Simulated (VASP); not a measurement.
# Te (C2/m) in VASP: further runs, part 3 of 3

VASP 6.6.1. The steps go on from the part before.

## 5. Electric field gradients, PBE (28.08 Å³/atom)

This run uses another cell than the first one, of 28.08 Å³/atom.

File INCAR:

```
ALGO     = Normal         # electronic algorithm
EDIFF    = 1E-8           # SCF threshold, eV
ENCUT    = 520            # plane-wave cutoff, eV
GGA      = PE             # functional
ISIF     = 2              # what is computed and relaxed
ISMEAR   = -1             # smearing method
LASPH    = T              # aspherical terms in the spheres
LCHARG   = F              # write CHGCAR
LEFG     = T            
LREAL    = F              # projectors in reciprocal space
LWAVE    = F              # write WAVECAR
NBANDS   = 16             # bands
NELM     = 100            # most SCF steps
PREC     = Accurate       # precision mode
SIGMA    = 0.05           # smearing width, eV
```

File KPOINTS:

```
k-points
0
Gamma
  8 8 8
```

File POSCAR:

```
Te
1.0
    4.3171426514     -2.4177059245      0.0000000000
    4.3171426514      2.4177059245      0.0000000000
   -0.1330084927      0.0000000000      4.0349648028
Te
3
Direct
    0.6760000000      0.6760000000      0.6750000000
    0.3240000000      0.3240000000      0.3250000000
    0.0000000000      0.0000000000      0.0000000000
```

Potentials or basis: VASP PAW PBE potentials, release 64 (Te).

Run with:

```console
$ cat potpaw_PBE.64/Te/POTCAR > POTCAR
$ mpirun -np 1 vasp_std > vasp.out
```

OUTCAR:

```text
EDIFF = 1E-8
   ENCUT = 520
   GGA = PE
   ISIF = 2
   ISMEAR = -1
   LASPH = T
   LREAL = F
   NELM = 100
   PREC = Accurate

 ion  position               nearest neighbor table
   1  0.676  0.676  0.675-   3 3.05   2 3.10   2 3.10   3 3.16   3 3.16   2 3.31
   2  0.324  0.324  0.325-   3 3.05   1 3.10   1 3.10   3 3.16   3 3.16   1 3.31
   3  0.000  0.000  0.000-   1 3.05   2 3.05   1 3.16   1 3.16   2 3.16   2 3.16

  LATTYP: Found a base centered monoclinic cell.
 ALAT       =     8.6342853028
 B/A-ratio  =     0.5600245625
 C/A-ratio  =     0.4675727418
 COS(beta)  =    -0.0329460833

  Lattice vectors:

 A1 = (   4.3171426514,  -2.4177059245,   0.0000000000)
 A2 = (   4.3171426514,   2.4177059245,   0.0000000000)
 A3 = (  -0.1330084927,   0.0000000000,   4.0349648028)

Analysis of symmetry for initial positions (statically):
=====================================================================
 Subroutine PRICEL returns:
 Original cell was already a primitive cell.

 Routine SETGRP: Setting up the symmetry group for a
[... 653 lines left out ...]

 POSITION                                       TOTAL-FORCE (eV/Angst)
 -----------------------------------------------------------------------------------
      5.74700      0.00000      2.72360        -0.303794      0.000000     -0.178992
      2.75428      0.00000      1.31136         0.303794      0.000000      0.178992
      0.00000      0.00000      0.00000         0.000000      0.000000      0.000000
 -----------------------------------------------------------------------------------
    total drift:                               -0.000000     -0.000000     -0.000000

  FREE ENERGIE OF THE ION-ELECTRON SYSTEM (eV)
  ---------------------------------------------------
  free  energy   TOTEN  =        -8.9474911214 eV

  energy  without entropy=       -8.9325772771  energy(sigma->0) =       -8.94003420

 Electric field gradients (V/A^2)
---------------------------------------------------------------------
 ion       V_xx      V_yy      V_zz      V_xy      V_xz      V_yz
---------------------------------------------------------------------
   1     104.180   169.626  -273.806    -0.000   -53.460    -0.000
   2     104.180   169.626  -273.806     0.000   -53.460     0.000
   3     250.406    56.800  -307.205    -0.000    76.101     0.000
---------------------------------------------------------------------

 Electric field gradients after diagonalization (V/A^2)
 (convention: |V_zz| > |V_xx| > |V_yy|)
----------------------------------------------------------------------
 ion       V_xx      V_yy      V_zz     asymmetry (V_yy - V_xx)/ V_zz
----------------------------------------------------------------------
   1     169.626   111.596  -281.222       0.206
   2     169.626   111.596  -281.222       0.206
   3     260.605    56.800  -317.405       0.642
----------------------------------------------------------------------

           NMR quadrupolar parameters

 Cq : quadrupolar parameter    Cq=e*Q*V_zz/h
 eta: asymmetry parameters     (V_yy - V_xx)/ V_zz
 Q  : nuclear electric quadrupole moment in mb (millibarn)
----------------------------------------------------------------------
 ion       Cq(MHz)       eta       Q (mb)
----------------------------------------------------------------------
   1      -0.680       0.206       1.000
   2      -0.680       0.206       1.000
   3      -0.767       0.642       1.000
----------------------------------------------------------------------
```

OSZICAR:

```text
N       E                     dE             d eps       ncg     rms          rms(c)
DAV:   1     0.670213904801E+02    0.67021E+02   -0.66230E+03  4800   0.905E+02
DAV:   2    -0.529278333821E+01   -0.72314E+02   -0.68781E+02  6416   0.140E+02
DAV:   3    -0.889601874739E+01   -0.36032E+01   -0.35739E+01  5856   0.332E+01
DAV:   4    -0.894186291393E+01   -0.45844E-01   -0.45834E-01  6640   0.457E+00
DAV:   5    -0.894285675605E+01   -0.99384E-03   -0.99384E-03  6184   0.653E-01    0.134E+01
DAV:   6    -0.894462268574E+01   -0.17659E-02   -0.54531E-03  6568   0.434E-01    0.822E+00
DAV:   7    -0.894756120480E+01   -0.29385E-02   -0.10365E-02  6080   0.602E-01    0.217E-01
DAV:   8    -0.894749880571E+01    0.62399E-04   -0.49795E-04  6104   0.132E-01    0.117E-01
DAV:   9    -0.894749516783E+01    0.36379E-05   -0.61702E-05  6496   0.446E-02    0.351E-02
DAV:  10    -0.894749220310E+01    0.29647E-05   -0.41497E-06  6272   0.123E-02    0.125E-02
DAV:  11    -0.894749144587E+01    0.75723E-06   -0.44203E-07  6584   0.417E-03    0.254E-03
DAV:  12    -0.894749117596E+01    0.26991E-06   -0.40297E-08  6072   0.117E-03    0.551E-04
DAV:  13    -0.894749110092E+01    0.75043E-07   -0.41922E-09  4104   0.459E-04    0.147E-04
DAV:  14    -0.894749111674E+01   -0.15818E-07   -0.65774E-10  3544   0.192E-04    0.151E-04
DAV:  15    -0.894749112141E+01   -0.46729E-08   -0.11439E-10  3280   0.785E-05
   1 F= -.89474911E+01 E0= -.89400342E+01  d E =-.149138E-01
```

Run time: 2.7 min. Hardware: 1 thread of Intel Xeon Platinum 8488C (Sapphire Rapids), shared host; peak memory 0.3 GiB.

Results:

| Property | Result |
| --- | --- |
| Free energy | -8.9475 eV |
| Pressure | 4.5 GPa |
| Largest force | 0.353 eV/Å |
| Band gap on the k mesh | zero (bands 9 and 10 overlap by 3.10 eV) |
| Largest electric field gradient by atom | Te -281.2, -317.4 (each value once) V/Å² |

Forces in eV/Å, atoms in the order of the input:
```
Te  -0.304  0.000 -0.179
Te   0.304  0.000  0.179
Te   0.000  0.000  0.000
```

Levels at points of the mesh, in eV from the Fermi level:
```
           k point  band 7  band 8  band 9  band 10  band 11  band 12
(0.00, 0.00, 0.00)   -3.62   -2.01   -1.72     1.41     2.75     3.07
(0.50, 0.00, 0.00)   -2.45    0.08    0.13     0.43     0.86     3.09
(0.50, 0.50, 0.00)   -2.24    0.42    0.42     0.53     0.73     2.72
(0.00, 0.00, 0.50)   -2.53   -1.73   -1.66    -1.62    -1.44    -0.89
(0.50, 0.00, 0.50)   -3.64   -3.45    1.48     1.71     1.74     3.01
(0.50, 0.50, 0.50)   -3.68   -3.51    1.43     1.50     2.02     2.52
```

Electric field gradients, principal values (V/Å²):
| atom | least | middle | greatest (by size) |
| --- | --- | --- | --- |
| 1 Te | 111.596 | 169.626 | -281.222 |
| 2 Te | 111.596 | 169.626 | -281.222 |
| 3 Te | 56.800 | 260.605 | -317.405 |

Caveat: the cell stands under pressure; without QUAD_EFG the Cq values of the log hold for a quadrupole moment of 1 mb, not for the nuclei; spin-orbit coupling is left out, which moves the levels of the heavy elements.

## 6. Overview

```tsv
cell	gap on the mesh (eV)	pressure (GPa)	largest force (eV/Å)
a = 4.837, b = 4.837, c = 3.946 Å, angles 91.6, 91.6, 58.5°, 3 atoms	none	10.3	0.53
a = 4.885, b = 4.885, c = 3.986 Å, angles 91.6, 91.6, 58.5°, 3 atoms	none	7.6	0.45
a = 4.948, b = 4.948, c = 4.037 Å, angles 91.6, 91.6, 58.5°, 3 atoms	none	4.5	0.35
```

Alike in all rows: task electric field gradients; level PBE; potentials or basis VASP PAW PBE potentials, release 64 (Te); no spin polarisation; k mesh 8 × 8 × 8; cutoff (eV) 520; smearing fermi-dirac 0.05 eV.

Caveats: the cell stands under pressure; spin-orbit coupling is left out, which moves the levels of the heavy elements.

Absolute energies hang on the potentials; compare differences alone.
